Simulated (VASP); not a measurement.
# Cr (Im-3m) in VASP: further runs

Aim: see how the results for Cr move with the level of theory and the settings. Levels: PBE, PBEsol. Tasks: single point.

All numbers are computed with VASP 6.6.1; they aren't measurements. Logs are shortened: lines on timing, memory, paths and dates and some standing lists are left out, and cuts for length are marked.

## Step 1: The cell of the first run

Symmetry: Im-3m, No. 229, cubic system. The conventional cell has a = 2.969 Å, b = 2.969 Å, c = 2.969 Å, α = 90.00°, β = 90.00°, γ = 90.00°. Within 3.4 Å of Cr (site symmetry m-3m) lie 14 Cr at 2.57 to 2.97 Å.

## Step 2: Single point, PBE, collinear spin, ferromagnetic start

Input file INCAR:

```
PREC = Accurate
ENCUT = 520
EDIFF = 1E-6
ISMEAR = 0
SIGMA = 0.023
LREAL = F
LASPH = T
NELM = 150
ALGO = Normal
ISIF = 2
LWAVE = F
LCHARG = F
ISPIN = 2
MAGMOM = 3
LORBIT = 11
LMAXMIX = 4
GGA = PE
NBANDS = 16
```

Input file KPOINTS:

```
Automatic mesh
0
Gamma
  12 12 12
```

Input file POSCAR:

```
Cr
1.0
   -1.4844496776      1.4844496776      1.4844496776
    1.4844496776     -1.4844496776      1.4844496776
    1.4844496776      1.4844496776     -1.4844496776
Cr
1
Direct
    0.0000000000      0.0000000000      0.0000000000
```

Potentials or basis: VASP PAW PBE potentials, release 64 (Cr_pv).

Run with:

```console
$ cat potpaw_PBE.64/Cr_pv/POTCAR > POTCAR
$ mpirun -np 1 vasp_std > vasp.out
```

OUTCAR:

```text
PREC = Accurate
   ENCUT = 520
   EDIFF = 1E-6
   ISMEAR = 0
   LREAL = F
   LASPH = T
   NELM = 150
   ISIF = 2
   ISPIN = 2
   LORBIT = 11
   GGA = PE

 ion  position               nearest neighbor table
   1  0.000  0.000  0.000-

  LATTYP: Found a body centered cubic cell.
 ALAT       =     2.9688993552

  Lattice vectors:

 A1 = (  -1.4844496776,   1.4844496776,   1.4844496776)
 A2 = (   1.4844496776,  -1.4844496776,   1.4844496776)
 A3 = (   1.4844496776,   1.4844496776,  -1.4844496776)

Analysis of symmetry for initial positions (statically):
=====================================================================
 Subroutine PRICEL returns:
 Original cell was already a primitive cell.

 Routine SETGRP: Setting up the symmetry group for a
 body centered cubic supercell.

 Subroutine GETGRP returns: Found 48 space group operations
 (whereof 48 operations were pure point group operations)
 out of a pool of 48 trial point group operations.

The static configuration has the point symmetry O_h .

Analysis of symmetry for dynamics (positions and initial velocities):
=====================================================================
 Subroutine PRICEL returns:
 Original cell was already a primitive cell.

 Routine SETGRP: Setting up the symmetry group for a
 body centered cubic supercell.

 Subroutine GETGRP returns: Found 48 space group operations
 (whereof 48 operations were pure point group operations)
 out of a pool of 48 trial point group operations.

The dynamic configuration has the point symmetry O_h .

Analysis of structural, dynamic, and magnetic symmetry:
=====================================================================
 Subroutine PRICEL returns:
 Original cell was already a primitive cell.

 Routine SETGRP: Setting up the symmetry group for a
 body centered cubic supercell.

 Subroutine GETGRP returns: Found 48 space group operations
 (whereof 48 operations were pure point group operations)
 out of a pool of 48 trial point group operations.

The overall configuration has the point symmetry O_h .

 Subroutine INISYM returns: Found 48 space group operations
 (whereof 48 operations are pure point group operations),
 and found     1 'primitive' translations

----------------------------------------------------------------------------------------

                                     Primitive cell

  volume of cell :      13.0845

  direct lattice vectors                    reciprocal lattice vectors
    -1.484449678  1.484449678  1.484449678     0.000000000  0.336825160  0.336825160
     1.484449678 -1.484449678  1.484449678     0.336825160  0.000000000  0.336825160
     1.484449678  1.484449678 -1.484449678     0.336825160  0.336825160  0.000000000

  length of vectors
     2.571142263  2.571142263  2.571142263     0.476342709  0.476342709  0.476342709

  position of ions in fractional coordinates (direct lattice)
     0.000000000  0.000000000  0.000000000

  ion indices of the primitive-cell ions
   primitive index   ion index
                 1           1

----------------------------------------------------------------------------------------

 KPOINTS: Automatic mesh

Automatic generation of k-mesh.
 Grid dimensions read from file:
 generate k-points for:   12   12   12

 Generating k-lattice:

  Cartesian coordinates                     Fractional coordinates (reciprocal lattice)
     0.000000000  0.028068763  0.028068763     0.083333333  0.000000000  0.000000000
     0.028068763  0.000000000  0.028068763     0.000000000  0.083333333  0.000000000
     0.028068763  0.028068763  0.000000000     0.000000000  0.000000000  0.083333333

  Length of vectors
     0.039695226  0.039695226  0.039695226

  Shift w.r.t. Gamma in fractional coordinates (k-lattice)
     0.000000000  0.000000000  0.000000000

 Subroutine IBZKPT returns following result:
 ===========================================

 Found     72 irreducible k-points:

 Following reciprocal coordinates:
            Coordinates               Weight
  0.000000  0.000000  0.000000      1.000000
  0.083333  0.000000  0.000000     12.000000
  0.166667  0.000000  0.000000     12.000000
  0.250000  0.000000  0.000000     12.000000
  0.333333  0.000000  0.000000     12.000000
  0.416667  0.000000  0.000000     12.000000
[... 16 lines left out ...]
  0.333333  0.083333  0.083333     24.000000
  0.416667  0.083333  0.083333     12.000000
 [... further k-points ...]
   k-points           NKPTS =     72   k-points in BZ     NKDIM =     72   number of bands    NBANDS=     16
   number of dos      NEDOS =    301   number of ions     NIONS =      1
   total plane-waves  NPLWV =   8000
   dimension x,y,z NGX =    20 NGY =   20 NGZ =   20
   dimension x,y,z NGXF=    40 NGYF=   40 NGZF=   40
   ions per type =               1
   NGX,Y,Z   is equivalent  to a cutoff of  12.93, 12.93, 12.93 a.u.
   NGXF,Y,Z  is equivalent  to a cutoff of  25.86, 25.86, 25.86 a.u.
 SYSTEM =  unknown system
   PREC   = accura    normal or accurate (medium, high low for compatibility)
   ISTART =      0    job   : 0-new  1-cont  2-samecut
   ICHARG =      2    charge: 1-file 2-atom 10-const
   ISPIN  =      2    spin polarized calculation?
   LNONCOLLINEAR =      F non collinear calculations
   LSORBIT =      F    spin-orbit coupling
   LASPH  =      T    aspherical Exc in radial PAW
   ENCUT  =  520.0 eV  38.22 Ry    6.18 a.u.   4.78  4.78  4.78*2*pi/ulx,y,z
   NELM   =    150;   NELMIN=  2; NELMDL= -5     # of ELM steps
   EDIFF  = 0.1E-05   stopping-criterion for ELM
   LREAL  =      F    real-space projection
[... 7 lines left out ...]
   TEBEG  =    0.0;   TEEND  =   0.0 temperature during run
   PSTRESS=    0.0 pullay stress
   NELECT =      12.0000    total number of electrons
   NUPDOWN=      -1.0000    fix difference up-down
   EMIN   =  10.00;   EMAX   =-10.00  energy-range for DOS
   EFERMI =   0.00;   METHOD = LEGACY
   ISMEAR =     0;   SIGMA  =   0.02  broadening in eV -4-tet -1-fermi 0-gaus
   EFERMI_NEDOS =   21; number of points for ismear=-14 and -15
   IALGO  =     38    algorithm
   IMIX   =      4    mixing-type and parameters
     AMIX     =   0.40;   BMIX     =  1.00
     AMIX_MAG =   1.60;   BMIX_MAG =  1.00
  volume/ion in A,a.u.               =      13.08        88.30
  Fermi-wavevector in a.u.,A,eV,Ry     =   1.590559  3.005721 34.421077  2.529878
  Thomas-Fermi vector in A             =   2.689235
   LORBIT       =     11    0 simple, 1 ext, 2 COOP (PROOUT), +10 PAW based schemes
   GGA     = PE    functional components
   LHFCALC =     F    Hartree Fock is set to
   AEXX    =    0.0000 exact exchange contribution
   IVDW    =     0    specifies the selected vdW correction
   LEPSILON=     F    determine dielectric tensor
   LRPA    =     F    only Hartree local field effects (RPA)
 spin polarized calculation
 Gauss-broadening in eV      SIGMA  =   0.02
  energy-cutoff  :      520.00
  volume of cell :       13.08
 maximum number of plane-waves:       370
   NGX =  9   NGY =  9   NGZ =  9

 number of electron      12.0000008 magnetization       0.0000959

 number of electron      12.0000008 magnetization      -0.0000390

 Free energy of the ion-electron system (eV)
  ---------------------------------------------------
  ext. energy  EPLUGINS =         0.00000000
  ---------------------------------------------------
  free energy    TOTEN  =        -9.38202096 eV

  energy without entropy =       -9.38183468  energy(sigma->0) =       -9.38192782

 E-fermi :   9.2734     XC(G=0): -12.9614

 val. band max:        9.2126539921   @ k =  -0.2500   0.3333   0.1667
 cond. band min:       9.2919977204   @ k =   0.4167   0.0833   0.0000
 fundamental gap:      0.0793437283
 Fermi energy:         9.2733525953

 spin component 1

 k-point     1 :       0.0000    0.0000    0.0000
  band No.  band energies     occupation
      1     -33.5545      1.00000
      2     -33.5545      1.00000
      3     -33.5545      1.00000
      4       1.9052      1.00000
      5       8.5446      1.00000
      6       8.5446      1.00000
[... 8 lines left out ...]
     15      36.9897      0.00000
     16      40.5234      0.00000

 k-point     2 :       0.0833    0.0000    0.0000
  band No.  band energies     occupation
      1     -33.5969      1.00000
      2     -33.5679      1.00000
      3     -33.5546      1.00000
      4       2.1774      1.00000
      5       8.4483      1.00000
      6       8.5264      1.00000
[... 8 lines left out ...]
     15      37.3803      0.00000
     16      37.9349      0.00000
[... 387 lines left out ...]
      5       7.2421      1.00000
      6       8.5885      1.00000
[... 8 lines left out ...]
     15      38.3330      0.00000
     16      40.2011      0.00000

 k-point    24 :       0.4167    0.0833    0.0833
  band No.  band energies     occupation
      1     -34.1249      1.00000
      2     -33.7786      1.00000
      3     -33.5960      1.00000
      4       5.8603      1.00000
      5       7.1754      1.00000
      6       9.0521      1.00000
[... 8 lines left out ...]
     15      38.4273      0.00000
     16      39.7916      0.00000

 [... further k-points ...]

 spin component 2

 k-point     1 :       0.0000    0.0000    0.0000
  band No.  band energies     occupation
      1     -33.5544      1.00000
      2     -33.5544      1.00000
      3     -33.5544      1.00000
      4       1.9050      1.00000
      5       8.5447      1.00000
      6       8.5447      1.00000
[... 8 lines left out ...]
     15      36.9895      0.00000
     16      40.5232      0.00000

 k-point     2 :       0.0833    0.0000    0.0000
  band No.  band energies     occupation
      1     -33.5968      1.00000
      2     -33.5678      1.00000
      3     -33.5545      1.00000
      4       2.1772      1.00000
      5       8.4484      1.00000
      6       8.5265      1.00000
[... 8 lines left out ...]
     15      37.3801      0.00000
     16      37.9348      0.00000
[... 387 lines left out ...]
      5       7.2421      1.00000
      6       8.5884      1.00000
[... 8 lines left out ...]
     15      38.3328      0.00000
     16      40.2009      0.00000

 k-point    24 :       0.4167    0.0833    0.0833
  band No.  band energies     occupation
      1     -34.1249      1.00000
      2     -33.7785      1.00000
      3     -33.5960      1.00000
      4       5.8603      1.00000
      5       7.1754      1.00000
      6       9.0520      1.00000
[... 8 lines left out ...]
     15      38.4271      0.00000
     16      39.7914      0.00000

 [... further k-points ...]
[... 5 lines left out ...]
  --------------------------------------------------------------------------------------
  -------------------------------------------------------------------------------------
  Total       -2.0576728     -2.0576728     -2.0576728     -0.0000000      0.0000000     -0.0000000
  in kB     -251.9593443   -251.9593443   -251.9593443     -0.0000000      0.0000000     -0.0000000
  external PRESSURE =    -251.9593443 kB  Pullay stress =       0.0000000 kB

 VOLUME and BASIS-vectors are now :
 -----------------------------------------------------------------------------
  energy-cutoff  :      520.00
  volume of cell :       13.08
      direct lattice vectors                 reciprocal lattice vectors
    -1.484449678  1.484449678  1.484449678     0.000000000  0.336825160  0.336825160
     1.484449678 -1.484449678  1.484449678     0.336825160  0.000000000  0.336825160
     1.484449678  1.484449678 -1.484449678     0.336825160  0.336825160  0.000000000

 POSITION                                       TOTAL-FORCE (eV/Angst)
 -----------------------------------------------------------------------------------
      0.00000      0.00000      0.00000        -0.000000     -0.000000      0.000000
 -----------------------------------------------------------------------------------
    total drift:                                0.000000     -0.000000      0.000000

  FREE ENERGIE OF THE ION-ELECTRON SYSTEM (eV)
  ---------------------------------------------------
  free  energy   TOTEN  =        -9.3820209640 eV

  energy  without entropy=       -9.3818346841  energy(sigma->0) =       -9.38192782

 total charge

# of ion       s       p       d       tot
------------------------------------------
    1        0.396   6.325   4.096  10.817

 magnetization (x)

# of ion       s       p       d       tot
------------------------------------------
    1       -0.000  -0.000   0.000  -0.000
```

Run time: 13 s. Hardware: 1 thread of Intel Xeon 6975P-C (Granite Rapids), shared host; peak memory 0.14 GiB.

What came out:

```
Free energy                                           : -9.3820 eV
Pressure                                              : -25.2 GPa
Band gap on the k mesh                                : zero (filled and empty bands overlap)
Net moment                                            : 0.00 μB per cell
Valence electrons inside the program's atomic spheres : Cr 10.82
```

Caveat: the starting moments collapsed, and a magnetic state may lie lower.

(Continued in part 2 of 2.)
